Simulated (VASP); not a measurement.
# TiAl (P4mm) in VASP: notebook

Runs on TiAl. Level: LDA. Tasks: single point.

Program: VASP 6.6.1. These are calculated values, not measurements. Logs are shortened: lines on timing, memory, paths and dates and some standing lists are left out, and cuts for length are marked.

### Step 1. The cell of the first run

The structure is tetragonal, space group P4mm (No. 99). Conventional cell: a = 3.018 Å, b = 3.018 Å, c = 3.018 Å, α = 90.00°, β = 90.00°, γ = 90.00°. Within 3.3 Å of Ti (site symmetry 4mm) lie 8 Al at 2.50 to 2.73 Å and 6 Ti at 3.02 Å. Al (site symmetry 4mm) has 8 Ti at 2.50 to 2.73 Å and 6 Al at 3.02 Å within 3.3 Å.

### Step 2. Single point, LDA

The input, INCAR:

```
PREC = Accurate
ENCUT = 520
EDIFF = 1E-6
ISMEAR = 1
SIGMA = 0.1
LREAL = False
LASPH = True
NELM = 100
ALGO = Normal
ISIF = 2
LWAVE = False
LCHARG = True
LELF = True
LVHAR = True
NBANDS = 14
```

The input, KPOINTS:

```
regular mesh
0
Gamma
  8 8 8
```

The input, POSCAR:

```
TiAl
1.0
    3.0180000000      0.0000000000      0.0000000000
    0.0000000000      3.0180000000      0.0000000000
    0.0000000000      0.0000000000      3.0180000000
Ti Al
1 1
Direct
    0.5000000000      0.5000000000      0.4337309476
    0.0000000000      0.0000000000      0.0000000000
```

Potentials or basis: VASP PAW LDA potentials, release 64 (Ti_sv, Al).

The run is started by

```sh
cat potpaw_LDA.64/Ti_sv/POTCAR potpaw_LDA.64/Al/POTCAR > POTCAR
mpirun -np 1 vasp_std > vasp.out
```

OUTCAR:

```text
PREC = Accurate
   ENCUT = 520
   EDIFF = 1E-6
   ISMEAR = 1
   LREAL = False
   LASPH = True
   NELM = 100
   ISIF = 2

 ion  position               nearest neighbor table
   1  0.500  0.500  0.434-   2 2.50   2 2.50   2 2.50   2 2.50   2 2.73   2 2.73   2 2.73   2 2.73

   2  0.000  0.000  0.000-   1 2.50   1 2.50   1 2.50   1 2.50   1 2.73   1 2.73   1 2.73   1 2.73

  LATTYP: Found a simple cubic cell.
 ALAT       =     3.0180000000

  Lattice vectors:

 A1 = (   3.0180000000,   0.0000000000,   0.0000000000)
 A2 = (   0.0000000000,   3.0180000000,   0.0000000000)
 A3 = (   0.0000000000,   0.0000000000,   3.0180000000)

Analysis of symmetry for initial positions (statically):
=====================================================================
 Subroutine PRICEL returns:
 Original cell was already a primitive cell.

 Routine SETGRP: Setting up the symmetry group for a
 simple cubic supercell.

 Subroutine GETGRP returns: Found  8 space group operations
 (whereof  8 operations were pure point group operations)
 out of a pool of 48 trial point group operations.

The static configuration has the point symmetry C_4v.

Analysis of symmetry for dynamics (positions and initial velocities):
=====================================================================
 Subroutine PRICEL returns:
 Original cell was already a primitive cell.

 Routine SETGRP: Setting up the symmetry group for a
 simple cubic supercell.

 Subroutine GETGRP returns: Found  8 space group operations
 (whereof  8 operations were pure point group operations)
 out of a pool of 48 trial point group operations.

The dynamic configuration has the point symmetry C_4v.

 Subroutine INISYM returns: Found  8 space group operations
 (whereof  8 operations are pure point group operations),
 and found     1 'primitive' translations

----------------------------------------------------------------------------------------

                                     Primitive cell

  volume of cell :      27.4889

  direct lattice vectors                    reciprocal lattice vectors
     3.018000000  0.000000000  0.000000000     0.331345262  0.000000000  0.000000000
     0.000000000  3.018000000  0.000000000     0.000000000  0.331345262  0.000000000
     0.000000000  0.000000000  3.018000000     0.000000000  0.000000000  0.331345262

  length of vectors
     3.018000000  3.018000000  3.018000000     0.331345262  0.331345262  0.331345262

  position of ions in fractional coordinates (direct lattice)
     0.500000000  0.500000000  0.433730948
     0.000000000  0.000000000  0.000000000

  ion indices of the primitive-cell ions
   primitive index   ion index
                 1           1
                 2           2

----------------------------------------------------------------------------------------

 KPOINTS: regular mesh

Automatic generation of k-mesh.
 Grid dimensions read from file:
 generate k-points for:    8    8    8

 Generating k-lattice:

  Cartesian coordinates                     Fractional coordinates (reciprocal lattice)
     0.041418158  0.000000000  0.000000000     0.125000000  0.000000000  0.000000000
     0.000000000  0.041418158  0.000000000     0.000000000  0.125000000  0.000000000
     0.000000000  0.000000000  0.041418158     0.000000000  0.000000000  0.125000000

  Length of vectors
     0.041418158  0.041418158  0.041418158

  Shift w.r.t. Gamma in fractional coordinates (k-lattice)
     0.000000000  0.000000000  0.000000000

 Subroutine IBZKPT returns following result:
 ===========================================

 Found     75 irreducible k-points:

 Following reciprocal coordinates:
            Coordinates               Weight
  0.000000  0.000000  0.000000      1.000000
  0.125000  0.000000  0.000000      4.000000
  0.000000  0.000000  0.125000      2.000000
  0.250000  0.000000  0.000000      4.000000
  0.000000  0.000000  0.250000      2.000000
  0.375000  0.000000  0.000000      4.000000
[... 16 lines left out ...]
  0.375000  0.250000  0.000000      8.000000
  0.000000  0.375000  0.250000      8.000000
 [... further k-points ...]
   k-points           NKPTS =     75   k-points in BZ     NKDIM =     75   number of bands    NBANDS=     14
   number of dos      NEDOS =    301   number of ions     NIONS =      2
   total plane-waves  NPLWV =  13824
   dimension x,y,z NGX =    24 NGY =   24 NGZ =   24
   dimension x,y,z NGXF=    48 NGYF=   48 NGZF=   48
   ions per type =               1   1
   NGX,Y,Z   is equivalent  to a cutoff of  13.22, 13.22, 13.22 a.u.
   NGXF,Y,Z  is equivalent  to a cutoff of  26.44, 26.44, 26.44 a.u.
 SYSTEM =  unknown system
   PREC   = accura    normal or accurate (medium, high low for compatibility)
   ISTART =      0    job   : 0-new  1-cont  2-samecut
   ICHARG =      2    charge: 1-file 2-atom 10-const
   ISPIN  =      1    spin polarized calculation?
   LNONCOLLINEAR =      F non collinear calculations
   LSORBIT =      F    spin-orbit coupling
   LASPH  =      T    aspherical Exc in radial PAW
   ENCUT  =  520.0 eV  38.22 Ry    6.18 a.u.   5.61  5.61  5.61*2*pi/ulx,y,z
   NELM   =    100;   NELMIN=  2; NELMDL= -5     # of ELM steps
   EDIFF  = 0.1E-05   stopping-criterion for ELM
   LREAL  =      F    real-space projection
   EDIFFG = 0.1E-04   stopping-criterion for IOM
   NSW    =      0    number of steps for IOM
   IBRION =     -1    ionic relax: 0-MD 1-quasi-New 2-CG
   NFREE  =      0    steps in history (QN), initial steepest desc. (CG)
   ISIF   =      2    stress and relaxation
   ISYM   =      2    0-nonsym 1-usesym 2-fastsym
   POTIM  = 0.5000    time-step for ionic-motion
   TEBEG  =    0.0;   TEEND  =   0.0 temperature during run
   PSTRESS=    0.0 pullay stress
   NELECT =      15.0000    total number of electrons
   NUPDOWN=      -1.0000    fix difference up-down
   EMIN   =  10.00;   EMAX   =-10.00  energy-range for DOS
   EFERMI =   0.00;   METHOD = LEGACY
   ISMEAR =     1;   SIGMA  =   0.10  broadening in eV -4-tet -1-fermi 0-gaus
   EFERMI_NEDOS =   21; number of points for ismear=-14 and -15
   IALGO  =     38    algorithm
   IMIX   =      4    mixing-type and parameters
     AMIX     =   0.40;   BMIX     =  1.00
     AMIX_MAG =   1.60;   BMIX_MAG =  1.00
  volume/ion in A,a.u.               =      13.74        92.75
  Fermi-wavevector in a.u.,A,eV,Ry     =   1.337784  2.528045 24.349887  1.789666
  Thomas-Fermi vector in A             =   2.466306
   LORBIT       =      0    0 simple, 1 ext, 2 COOP (PROOUT), +10 PAW based schemes
   GGA     = CA    functional components
   LHFCALC =     F    Hartree Fock is set to
   AEXX    =    0.0000 exact exchange contribution
   IVDW    =     0    specifies the selected vdW correction
   LEPSILON=     F    determine dielectric tensor
   LRPA    =     F    only Hartree local field effects (RPA)
 non-spin polarized calculation
 Methfessel and Paxton  Order N= 1 SIGMA  =   0.10
  energy-cutoff  :      520.00
  volume of cell :       27.49
 maximum number of plane-waves:       756
 NGX is ok and might be reduce to    24
   NGX = 11   NGY = 11   NGZ = 11

 number of electron      14.9999999 magnetization

 Free energy of the ion-electron system (eV)
  ---------------------------------------------------
  ext. energy  EPLUGINS =         0.00000000
  ---------------------------------------------------
  free energy    TOTEN  =       -12.96589840 eV

  energy without entropy =      -12.96707986  energy(sigma->0) =      -12.96629222

 E-fermi :  10.2370     XC(G=0): -12.0017

 val. band max:       10.2017506207   @ k =   0.1250   0.1250   0.3750
 cond. band min:      10.2397790780   @ k =   0.3750   0.1250   0.0000
 fundamental gap:      0.0380284573
 Fermi energy:        10.2370364932

 k-point     1 :       0.0000    0.0000    0.0000
  band No.  band energies     occupation
      1     -45.6065      2.00000
      2     -22.1765      2.00000
      3     -22.1765      2.00000
      4     -22.1700      2.00000
      5       0.4169      2.00000
      6       8.3951      2.00000
      7       8.4171      2.00000
      8      12.3426      0.00000
      9      12.3746      0.00000
     10      12.3746      0.00000
     11      15.5746      0.00000
     12      15.5746      0.00000
     13      15.6290      0.00000
     14      20.1109      0.00000

 k-point     2 :       0.1250    0.0000    0.0000
  band No.  band energies     occupation
      1     -45.6018      2.00000
      2     -22.2237      2.00000
      3     -22.1724      2.00000
      4     -22.1658      2.00000
      5       0.7020      2.00000
      6       8.3038      2.00000
      7       8.5435      2.00000
      8      11.8787     -0.00000
      9      11.9508     -0.00000
     10      12.4261      0.00000
     11      14.5826      0.00000
     12      16.2073      0.00000
     13      16.3450      0.00000
     14      19.6589      0.00000

 k-point     3 :       0.0000    0.0000    0.1250
  band No.  band energies     occupation
      1     -45.6018      2.00000
      2     -22.2166      2.00000
      3     -22.1724      2.00000
      4     -22.1724      2.00000
      5       0.7001      2.00000
      6       8.3129      2.00000
      7       8.5249      2.00000
      8      11.9365     -0.00000
      9      11.9365     -0.00000
     10      12.3794      0.00000
     11      14.6984      0.00000
     12      16.1940      0.00000
     13      16.1940      0.00000
     14      19.7353      0.00000

 k-point     4 :       0.2500    0.0000    0.0000
  band No.  band energies     occupation
      1     -45.5905      2.00000
      2     -22.3361      2.00000
      3     -22.1624      2.00000
      4     -22.1558      2.00000
      5       1.5251      2.00000
      6       7.6635      2.00000
      7       8.8913      2.00000
      8      11.1146     -0.00000
      9      11.2096     -0.00000
     10      12.5113      0.00000
     11      13.6703      0.00000
     12      17.5565      0.00000
     13      17.6599      0.00000
     14      18.5569      0.00000

 k-point     5 :       0.0000    0.0000    0.2500
  band No.  band energies     occupation
      1     -45.5906      2.00000
      2     -22.3277      2.00000
      3     -22.1626      2.00000
      4     -22.1626      2.00000
      5       1.5179      2.00000
      6       7.6561      2.00000
      7       8.8685      2.00000
      8      11.1869     -0.00000
      9      11.1869     -0.00000
     10      12.4703      0.00000
     11      13.7605      0.00000
[... 276 lines left out ...]
 k-point    22 :       0.0000    0.2500    0.2500
  band No.  band energies     occupation
      1     -45.5750      2.00000
      2     -22.3201      2.00000
      3     -22.3046      2.00000
      4     -22.1484      2.00000
      5       2.5040      2.00000
      6       8.0404      2.00000
      7       8.3521      2.00000
      8      10.3589     -0.07091
      9      11.1964     -0.00000
     10      11.6479     -0.00000
     11      14.0884      0.00000
     12      15.6927      0.00000
     13      19.0770      0.00000
     14      19.1157      0.00000

 k-point    23 :       0.3750    0.2500    0.0000
  band No.  band energies     occupation
      1     -45.5638      2.00000
      2     -22.4235      2.00000
      3     -22.3024      2.00000
      4     -22.1319      2.00000
      5       3.5780      2.00000
      6       6.8542      2.00000
      7       8.7917      2.00000
      8      10.0461      2.02119
      9      10.9357     -0.00000
     10      11.6975     -0.00000
     11      13.8446      0.00000
     12      16.1965      0.00000
     13      18.2953      0.00000
     14      20.0636      0.00000

 k-point    24 :       0.0000    0.3750    0.2500
  band No.  band energies     occupation
      1     -45.5640      2.00000
      2     -22.4239      2.00000
      3     -22.2941      2.00000
      4     -22.1385      2.00000
      5       3.5826      2.00000
      6       6.8440      2.00000
      7       8.8283      2.00000
      8      10.1013      2.06639
      9      10.8004     -0.00000
     10      11.6644     -0.00000
     11      13.8231      0.00000
     12      16.2755      0.00000
     13      18.2829      0.00000
     14      20.1798      0.00000

 [... further k-points ...]
[... 5 lines left out ...]
  --------------------------------------------------------------------------------------
  -------------------------------------------------------------------------------------
  Total        3.3543532      3.3543532      2.7454085      0.0000000      0.0000000      0.0000000
  in kB      195.5067079    195.5067079    160.0146891      0.0000000      0.0000000      0.0000000
  external PRESSURE =     183.6760349 kB  Pullay stress =       0.0000000 kB

 VOLUME and BASIS-vectors are now :
 -----------------------------------------------------------------------------
  energy-cutoff  :      520.00
  volume of cell :       27.49
      direct lattice vectors                 reciprocal lattice vectors
     3.018000000  0.000000000  0.000000000     0.331345262  0.000000000  0.000000000
     0.000000000  3.018000000  0.000000000     0.000000000  0.331345262  0.000000000
     0.000000000  0.000000000  3.018000000     0.000000000  0.000000000  0.331345262

 POSITION                                       TOTAL-FORCE (eV/Angst)
 -----------------------------------------------------------------------------------
      1.50900      1.50900      1.30900         0.000000      0.000000      1.837156
      0.00000      0.00000      0.00000         0.000000      0.000000     -1.837156
 -----------------------------------------------------------------------------------
    total drift:                                0.000000     -0.000000     -0.000636

  FREE ENERGIE OF THE ION-ELECTRON SYSTEM (eV)
  ---------------------------------------------------
  free  energy   TOTEN  =       -12.9658983983 eV

  energy  without entropy=      -12.9670798568  energy(sigma->0) =      -12.96629222
```

It took 26 s on 1 thread of Intel Xeon Platinum 8375C at 2.90GHz (Ice Lake), shared host; peak memory 0.14 GiB.

What came out:

```yaml
Free_energy: -12.9659 eV
Pressure: 18.4 GPa
Largest_force: 1.837 eV/Å
```

Forces in eV/Å, atoms in the order of the input:
```
Ti   0.000  0.000  1.837
Al   0.000  0.000 -1.837
```

Levels at points of the mesh, in eV from the Fermi level:
```tsv
k point	band 5	band 6	band 7	band 8	band 9	band 10
(0.00, 0.00, 0.00)	-9.82	-1.84	-1.82	2.11	2.14	2.14
(0.50, 0.00, 0.00)	-6.08	-5.51	-0.74	0.11	0.21	2.40
(0.00, 0.00, 0.50)	-6.12	-5.50	-0.78	0.19	0.19	2.37
(0.50, 0.50, 0.00)	-5.45	-1.99	-1.99	-1.56	0.85	0.85
(0.00, 0.50, 0.50)	-5.40	-2.14	-1.96	-1.44	0.69	0.78
(0.50, 0.50, 0.50)	-3.59	-3.52	-3.52	1.53	3.47	3.47
```

Caveat: forces of over 1 eV/Å act on the atoms, so gaps and moduli don't describe the material at rest.

### Step 3. Single point, LDA

The input, INCAR:

```
ALGO = Normal
EDIFF = 1E-7
ENCUT = 520
ISIF = 2
ISMEAR = 1
LASPH = True
LCHARG = False
LREAL = False
LWAVE = False
NBANDS = 14
NELM = 60
PREC = Accurate
SIGMA = 0.1
```

The input, KPOINTS:

```
k-points
0
Gamma
  8 8 8
```

POSCAR: that of step 2 with these lines changed.

```diff
@@ -8,3 +8,3 @@
 Direct
-    0.5000000000      0.5000000000      0.4337309476
+    0.5000000000      0.5000000000      0.5662690524
     0.0000000000      0.0000000000      0.0000000000
```

Potentials or basis: VASP PAW LDA potentials, release 64 (Ti_sv, Al).

The run is started by

```sh
cat potpaw_LDA.64/Ti_sv/POTCAR potpaw_LDA.64/Al/POTCAR > POTCAR
mpirun -np 1 vasp_std > vasp.out
```

Run time: 16 s. Hardware: 1 thread of Intel Xeon Platinum 8375C at 2.90GHz (Ice Lake), shared host; peak memory 0.14 GiB.

The run converged. Its results:

* Free energy: -12.9659 eV
* Pressure: 18.4 GPa
* Largest force: 1.837 eV/Å

Forces in eV/Å, atoms in the order of the input:
```
Ti   0.000  0.000 -1.837
Al   0.000  0.000  1.837
```

Stress tensor (GPa, compression positive):
```
19.57  0.00  0.00
 0.00 19.57  0.00
 0.00  0.00 16.02
```

Levels at points of the mesh, in eV from the Fermi level:
```csv
k point,band 5,band 6,band 7,band 8,band 9,band 10
"(0.00, 0.00, 0.00)",-9.82,-1.84,-1.82,2.11,2.14,2.14
"(0.50, 0.00, 0.00)",-6.08,-5.51,-0.74,0.11,0.21,2.40
"(0.00, 0.00, 0.50)",-6.12,-5.50,-0.78,0.19,0.19,2.37
"(0.50, 0.50, 0.00)",-5.45,-1.98,-1.98,-1.56,0.85,0.85
"(0.00, 0.50, 0.50)",-5.40,-2.14,-1.96,-1.43,0.69,0.78
"(0.50, 0.50, 0.50)",-3.59,-3.52,-3.52,1.53,3.47,3.47
```

Caveat: forces of over 1 eV/Å act on the atoms, so gaps and moduli don't describe the material at rest.
